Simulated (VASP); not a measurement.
## Fe: single point with PBEsol+U

The system is Fe.

```
CELL_PARAMETERS angstrom
-1.44550 1.44550 1.44550
1.44550 -1.44550 1.44550
1.44550 1.44550 -1.44550
ATOMIC_POSITIONS crystal
Fe 0.00000 0.00000 0.00000
```

```json
{
 "Program": "VASP 6.6.1",
 "Task": "single point",
 "Functional": "PBEsol",
 "Potentials or basis": "VASP PAW PBE potentials, release 64 (Fe_sv)",
 "Cutoff": "690 eV",
 "k mesh": "12 × 12 × 12",
 "Occupations": "fermi-dirac, width 0.1 eV",
 "Spin": "collinear spin, ferromagnetic start",
 "Starting moments": "[3.08] μB",
 "Fixed moment": "3.08 μB",
 "Hubbard terms": "Fe d U = 5.3 eV"
}
```

- Pressure: 10.2 GPa
- Net moment: 3.08 μB per cell
- Site moments: Fe +3.24 μB
- Valence electrons inside the program's atomic spheres: Fe 13.70

Eigenvalues of the final occupation matrices:
| site | spin | trace | eigenvalues |
| --- | --- | --- | --- |
| site 1 d | 1 | 4.38 | 0.87 0.87 0.87 0.88 0.88 |
| site 1 d | 2 | 1.11 | 0.16 0.16 0.26 0.26 0.26 |

Wall time 51 s on 1 thread of AMD EPYC 7R13 Processor (Zen 3), on a shared host, peak memory 0.14 GiB.

Caveat: the cell stands under pressure; the PAW data sets were made with another functional, which shifts forces and pressure a little; the total moment is fixed, so each spin has its own Fermi level and the state may be an excited one; the U is typed as a test and isn't derived for this compound. The state reached can hang on the start; a lower one may exist.
